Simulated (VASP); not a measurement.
# Ni (Pm-3m) in VASP: notebook, part 2 of 2

VASP 6.6.1.

### 5 Single point, BLYP, collinear spin, ferromagnetic start (12.69 Å³/atom)

This run uses another cell than the first one, of 12.69 Å³/atom.

File INCAR:

```
SYSTEM = Ni
  PREC = Accurate
  ENCUT = 520
  EDIFF = 1E-7
  ISMEAR = -1
  SIGMA = 0.05
  LREAL = .FALSE.
  LASPH = .TRUE.
  NELM = 150
  ALGO = Normal
  ISIF = 2
  LWAVE = .FALSE.
  LCHARG = .TRUE.
  ISPIN = 2
  MAGMOM = -0.533 -0.533
  LORBIT = 11
  LMAXMIX = 4
  GGA = B5
  ALDAX = 1.0
  AGGAX = 1.0
  AGGAC = 1.0
  ALDAC = 0.0
  LELF = .TRUE.
  LVHAR = .TRUE.
  NBANDS = 21
```

File KPOINTS:

```
regular mesh
0
G
  13 13 13
  0 0 0
```

File POSCAR:

```
Ni
1.0
    0.0000000000      2.3321958308      2.3321958308
    2.3321958308      0.0000000000      2.3321958308
    2.3321958308      2.3321958308      0.0000000000
Ni
2
Direct
    0.0000000000      0.0000000000      0.0000000000
    0.5000000000      0.5000000000      0.5000000000
```

Potentials or basis: VASP PAW PBE potentials, release 64 (Ni).

The run is started by

```
cat potpaw_PBE.64/Ni/POTCAR > POTCAR
mpirun -np 1 vasp_std > vasp.out
```

OUTCAR:

```text
SYSTEM = Ni
   PREC = Accurate
   ENCUT = 520
   EDIFF = 1E-7
   ISMEAR = -1
   LREAL = .FALSE.
   LASPH = .TRUE.
   NELM = 150
   ISIF = 2
   ISPIN = 2
   LORBIT = 11
   GGA = B5

 ion  position               nearest neighbor table
   1  0.000  0.000  0.000-   2 2.33   2 2.33   2 2.33   2 2.33   2 2.33   2 2.33
   2  0.500  0.500  0.500-   1 2.33   1 2.33   1 2.33   1 2.33   1 2.33   1 2.33

  LATTYP: Found a face centered cubic cell.
 ALAT       =     4.6643916616

  Lattice vectors:

 A1 = (   0.0000000000,   2.3321958308,   2.3321958308)
 A2 = (   2.3321958308,   0.0000000000,   2.3321958308)
 A3 = (   2.3321958308,   2.3321958308,   0.0000000000)
[... 1393 lines left out ...]

 VOLUME and BASIS-vectors are now :
 -----------------------------------------------------------------------------
  energy-cutoff  :      520.00
  volume of cell :       25.37
      direct lattice vectors                 reciprocal lattice vectors
     0.000000000  2.332195831  2.332195831    -0.214390230  0.214390230  0.214390230
     2.332195831  0.000000000  2.332195831     0.214390230 -0.214390230  0.214390230
     2.332195831  2.332195831  0.000000000     0.214390230  0.214390230 -0.214390230

 POSITION                                       TOTAL-FORCE (eV/Angst)
 -----------------------------------------------------------------------------------
      0.00000      0.00000      0.00000        -0.000000     -0.000000      0.000000
      2.33220      2.33220      2.33220         0.000000      0.000000     -0.000000
 -----------------------------------------------------------------------------------
    total drift:                                0.000000      0.000000      0.000000

  FREE ENERGIE OF THE ION-ELECTRON SYSTEM (eV)
  ---------------------------------------------------
  free  energy   TOTEN  =        -8.1506283055 eV

  energy  without entropy=       -8.1191857640  energy(sigma->0) =       -8.13490703

 total charge

# of ion       s       p       d       tot
------------------------------------------
    1        0.514   0.374   8.400   9.287
    2        0.514   0.374   8.400   9.287
--------------------------------------------------
tot          1.028   0.747  16.799  18.575

 magnetization (x)

# of ion       s       p       d       tot
------------------------------------------
    1       -0.001  -0.001  -0.481  -0.482
    2       -0.001  -0.001  -0.481  -0.482
--------------------------------------------------
tot         -0.003  -0.001  -0.961  -0.965
```

stdout:

```text
POSCAR found type information on POSCAR Ni
 POSCAR found :  1 types and       2 ions
 scaLAPACK will be used
 -----------------------------------------------------------------------------
|                                                                             |
|                                                                             |
|     You enforced a specific xc type in the INCAR file but a different       |
|     I HOPE YOU KNOW WHAT YOU ARE DOING!                                     |
|                                                                             |
 -----------------------------------------------------------------------------

 LDA part: xc-table for (Slater(with rela. corr.)+VWN5), standard interpolation
 POSCAR, INCAR and KPOINTS ok, starting setup
 FFT: planning ... GRIDC
 FFT: planning ... GRID_SOFT
 FFT: planning ... GRID
 WAVECAR not read
 entering main loop
```

It took 1.7 min on 1 thread of Intel Xeon 8259CL, shared host; peak memory 0.21 GiB.

What came out:

```
Free energy                                           : -8.1506 eV
Pressure                                              : 6.3 GPa
Net moment                                            : -0.96 μB per cell
Site moments                                          : Ni -0.48 μB
Valence electrons inside the program's atomic spheres : Ni 9.29
```

Levels at points of the mesh, in eV from the Fermi level:
Spin up:
| k point | band 6 | band 7 | band 8 | band 9 | band 10 | band 11 | band 12 | band 13 |
| --- | --- | --- | --- | --- | --- | --- | --- | --- |
| (0.00, 0.00, 0.00) | -2.74 | 0.24 | 0.24 | 0.24 | 0.99 | 0.99 | 11.74 | 11.74 |
Spin down:
| k point | band 6 | band 7 | band 8 | band 9 | band 10 | band 11 | band 12 | band 13 | band 14 | band 15 |
| --- | --- | --- | --- | --- | --- | --- | --- | --- | --- | --- |
| (0.00, 0.00, 0.00) | -3.18 | -0.33 | -0.33 | -0.33 | 0.51 | 0.51 | 11.66 | 11.66 | 11.66 | 14.48 |

Caveat: the cell stands under pressure; the PAW data sets were made with another functional, which shifts forces and pressure a little.

### 6 Single point, BLYP, collinear spin, ferromagnetic start (13.21 Å³/atom)

File INCAR:

```
PREC = Accurate
ENCUT = 520
EDIFF = 1E-6
ISMEAR = -1
SIGMA = 0.05
LREAL = False
LASPH = True
NELM = 150
ALGO = Normal
ISIF = 2
LWAVE = False
LCHARG = True
ISPIN = 2
MAGMOM = -0.533 -0.533
LORBIT = 11
LMAXMIX = 4
GGA = B5
ALDAX = 1.0
AGGAX = 1.0
AGGAC = 1.0
ALDAC = 0.0
LELF = True
LVHAR = True
NBANDS = 21
```

File KPOINTS:

```
regular mesh
0
Gamma
  13 13 13
```

File POSCAR:

```
Ni
1.0
    0.0000000000      2.3641476893      2.3641476893
    2.3641476893      0.0000000000      2.3641476893
    2.3641476893      2.3641476893      0.0000000000
Ni
2
Direct
    0.0000000000      0.0000000000      0.0000000000
    0.5000000000      0.5000000000      0.5000000000
```

Potentials or basis: VASP PAW PBE potentials, release 64 (Ni).

The run is started by

```
cat potpaw_PBE.64/Ni/POTCAR > POTCAR
mpirun -np 1 vasp_std > vasp.out
```

OUTCAR:

```text
PREC = Accurate
   ENCUT = 520
   EDIFF = 1E-6
   ISMEAR = -1
   LREAL = False
   LASPH = True
   NELM = 150
   ISIF = 2
   ISPIN = 2
   LORBIT = 11
   GGA = B5

 ion  position               nearest neighbor table
   1  0.000  0.000  0.000-   2 2.36   2 2.36   2 2.36   2 2.36   2 2.36   2 2.36
   2  0.500  0.500  0.500-   1 2.36   1 2.36   1 2.36   1 2.36   1 2.36   1 2.36

  LATTYP: Found a face centered cubic cell.
 ALAT       =     4.7282953786

  Lattice vectors:

 A1 = (   0.0000000000,   2.3641476893,   2.3641476893)
 A2 = (   2.3641476893,   0.0000000000,   2.3641476893)
[... 1394 lines left out ...]

 VOLUME and BASIS-vectors are now :
 -----------------------------------------------------------------------------
  energy-cutoff  :      520.00
  volume of cell :       26.43
      direct lattice vectors                 reciprocal lattice vectors
     0.000000000  2.364147689  2.364147689    -0.211492709  0.211492709  0.211492709
     2.364147689  0.000000000  2.364147689     0.211492709 -0.211492709  0.211492709
     2.364147689  2.364147689  0.000000000     0.211492709  0.211492709 -0.211492709

 POSITION                                       TOTAL-FORCE (eV/Angst)
 -----------------------------------------------------------------------------------
      0.00000      0.00000      0.00000         0.000000      0.000000      0.000000
      2.36415      2.36415      2.36415        -0.000000     -0.000000     -0.000000
 -----------------------------------------------------------------------------------
    total drift:                                0.000000      0.000000      0.000000

  FREE ENERGIE OF THE ION-ELECTRON SYSTEM (eV)
  ---------------------------------------------------
  free  energy   TOTEN  =        -8.1734456980 eV

  energy  without entropy=       -8.1402536125  energy(sigma->0) =       -8.15684966

 total charge

# of ion       s       p       d       tot
------------------------------------------
    1        0.500   0.348   8.384   9.232
    2        0.500   0.348   8.384   9.232
--------------------------------------------------
tot          1.000   0.696  16.768  18.464

 magnetization (x)

# of ion       s       p       d       tot
------------------------------------------
    1       -0.000  -0.000  -0.524  -0.525
    2       -0.000  -0.000  -0.524  -0.525
--------------------------------------------------
tot         -0.001  -0.000  -1.048  -1.049
```

OSZICAR:

```text
N       E                     dE             d eps       ncg     rms          rms(c)
DAV:   1     0.102805941225E+03    0.10281E+03   -0.86130E+03  7448   0.124E+03
DAV:   2    -0.353205853906E+01   -0.10634E+03   -0.98252E+02  7186   0.229E+02
DAV:   3    -0.945100541264E+01   -0.59189E+01   -0.56466E+01  8069   0.625E+01
DAV:   4    -0.954005347136E+01   -0.89048E-01   -0.88957E-01  8120   0.731E+00
DAV:   5    -0.954271394329E+01   -0.26605E-02   -0.26603E-02  8061   0.121E+00    0.108E+01
DAV:   6    -0.894262450397E+01    0.60009E+00   -0.69465E+00  8297   0.504E+01    0.862E+00
DAV:   7    -0.819175786653E+01    0.75087E+00   -0.19290E+00  8300   0.232E+01    0.189E+00
DAV:   8    -0.817734673601E+01    0.14411E-01   -0.13265E-02  8554   0.935E-01    0.970E-01
DAV:   9    -0.817420431822E+01    0.31424E-02   -0.72848E-04 10198   0.301E-01    0.319E-01
DAV:  10    -0.817343171006E+01    0.77261E-03   -0.26088E-04 10402   0.244E-01    0.412E-02
DAV:  11    -0.817344433620E+01   -0.12626E-04   -0.46352E-05  8113   0.542E-02    0.243E-02
DAV:  12    -0.817344650670E+01   -0.21705E-05   -0.25897E-06  8082   0.181E-02    0.906E-03
DAV:  13    -0.817344569797E+01    0.80872E-06   -0.12788E-07  4348   0.365E-03
   1 F= -.81734457E+01 E0= -.81568497E+01  d E =-.331921E-01  mag=    -1.0453
```

Wall time 87 s (1 thread of Intel Xeon 8259CL, shared host); peak memory 0.21 GiB.

What came out:

| Quantity | Value |
| --- | --- |
| Free energy | -8.1734 eV |
| Pressure | 0.8 GPa |
| Net moment | -1.05 μB per cell |
| Site moments | Ni -0.53 μB |
| Valence electrons inside the program's atomic spheres | Ni 9.23 |

Levels at points of the mesh, in eV from the Fermi level:
Spin up:
| k point | band 5 | band 6 | band 7 | band 8 | band 9 | band 10 | band 11 | band 12 | band 13 | band 14 |
| --- | --- | --- | --- | --- | --- | --- | --- | --- | --- | --- |
| (0.00, 0.00, 0.00) | -2.57 | -2.57 | 0.24 | 0.24 | 0.24 | 0.95 | 0.95 | 11.36 | 11.36 | 11.36 |
Spin down:
| k point | band 7 | band 8 | band 9 | band 10 | band 11 | band 12 | band 13 | band 14 |
| --- | --- | --- | --- | --- | --- | --- | --- | --- |
| (0.00, 0.00, 0.00) | -0.37 | -0.37 | -0.37 | 0.42 | 0.42 | 11.28 | 11.28 | 11.28 |

Caveat: the PAW data sets were made with another functional, which shifts forces and pressure a little.

### 7 Summary

```tsv
spin	cell	k mesh	gap on the mesh (eV)	pressure (GPa)	moment (μB)
collinear, antiferromagnetic start	a = 3.343 Å, angles 60.0°, 2 atoms	12 × 12 × 12	none	0.1	0.00
collinear, ferromagnetic start	a = 3.204 Å, angles 60.0°, 2 atoms	13 × 13 × 13	none	22.3	0.84
collinear, ferromagnetic start	a = 3.252 Å, angles 60.0°, 2 atoms	13 × 13 × 13	none	13.4	0.90
collinear, ferromagnetic start	a = 3.298 Å, angles 60.0°, 2 atoms	13 × 13 × 13	none	6.3	0.96
collinear, ferromagnetic start	a = 3.343 Å, angles 60.0°, 2 atoms	13 × 13 × 13	none	0.8	1.05
```

Alike in all rows: task single point; level BLYP; potentials or basis VASP PAW PBE potentials, release 64 (Ni); cutoff (eV) 520; smearing fermi-dirac 0.05 eV.

Caveats: the PAW data sets were made with another functional, which shifts forces and pressure a little; the cell stands under pressure (at least some runs); the moments typed at the start vanished in this run (at least some runs).

Total energies depend on the potentials used, so only differences within one code and one set of settings carry meaning.
